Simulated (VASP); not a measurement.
# TaN: single point with LDA

Crystal: TaN.

```
Ta N
1.0
     1.45328   -2.51715    0.00000
     0.00000    0.00000   -2.85144
     9.06608    5.23430    0.00000
Ta N
4 4
Direct
  0.50000 0.50000 0.88166
  0.00000 0.50000 0.16031
  0.50000 0.50000 0.40076
  0.00000 0.50000 0.64121
  0.00000 0.00000 0.80151
  0.50000 0.00000 0.08017
  0.00000 0.00000 0.32061
  0.50000 0.00000 0.56106
```

| Quantity | Value |
| --- | --- |
| Program | VASP 6.6.1 |
| Task | single point |
| Functional | LDA |
| Potentials or basis | VASP PAW LDA potentials, release 64 (Ta_sv_GW, N) |
| Cutoff | 700 eV |
| k mesh | 15 × 15 × 5 |
| Occupations | gaussian, width 0.15 eV |
| Spin | no spin polarisation |
| Dipole correction | no |
| Further INCAR settings | ALGO = Normal; EDIFF = 1e-06; NBANDS = 46 |

| Property | Result |
| --- | --- |
| Pressure | -7.3 GPa |
| Largest force | 2.822 eV/Å |
| Band gap on the k mesh | zero (bands 36 and 37 overlap by 0.22 eV) |

Forces in eV/Å, atoms in the order of the input:
```
Ta   2.444  1.411  0.000
Ta  -2.091 -1.207  0.000
Ta  -0.033 -0.019  0.000
Ta   0.133  0.077  0.000
N    0.393  0.227  0.000
N   -0.801 -0.463  0.000
N   -0.097 -0.056  0.000
N    0.051  0.030  0.000
```

Stress tensor (GPa, compression positive):
```
-13.00  -5.03   0.00
 -5.03  -7.19   0.00
  0.00   0.00  -1.71
```

Levels at points of the mesh, in eV from the Fermi level:
```csv
k point,band 34,band 35,band 36,band 37,band 38,band 39
"(0.00, 0.00, 0.00)",-3.20,-2.92,-2.56,1.67,2.35,2.52
```

It took 19 min on 1 thread of Intel(R) Xeon(R) 6975P-C (Granite Rapids) (shared host), peak memory 0.88 GiB.

Caveat: the stress differs along the axes, from -13 to -2 GPa; spin-orbit coupling is left out, which moves the levels of the heavy elements; forces of over 1 eV/Å act on the atoms, so gaps and moduli don't describe the material at rest.
